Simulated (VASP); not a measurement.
Zr: single point with PBE

The system is Zr.

```
Zr
1.0
     1.61555   -2.79821    0.00000
     1.61555    2.79821    0.00000
     0.00000    0.00000    5.17514
Zr
2
Direct
  0.66667 0.33333 0.25000
  0.33333 0.66667 0.75000
```

```yaml
Program: VASP 6.6.1
Task: single point
Functional: PBE
Potentials_or_basis: VASP PAW PBE potentials, release 64 (Zr_sv)
Cutoff: 520 eV
k_mesh: 15 × 15 × 8
Occupations: fermi-dirac, width 0.08 eV
Spin: no spin polarisation
```

```yaml
Pressure: 0.0 GPa
Band_gap_on_the_k_mesh: zero (band 12 reaches 9.81 eV, above the bottom of band 13 at 8.63 eV)
```

Levels at points of the mesh, in eV from the Fermi level:
| k point | band 10 | band 11 | band 12 | band 13 | band 14 | band 15 |
| --- | --- | --- | --- | --- | --- | --- |
| (0.00, 0.00, 0.00) | -3.01 | 0.88 | 0.88 | 0.98 | 1.12 | 1.56 |
| (0.00, 0.00, 0.50) | -3.95 | 0.03 | 0.03 | 0.80 | 0.80 | 0.80 |

Run time: 83 s on 1 thread of AMD EPYC 7R43 64-Core Processor (Zen 3), with other jobs on the host, peak memory 0.19 GiB.
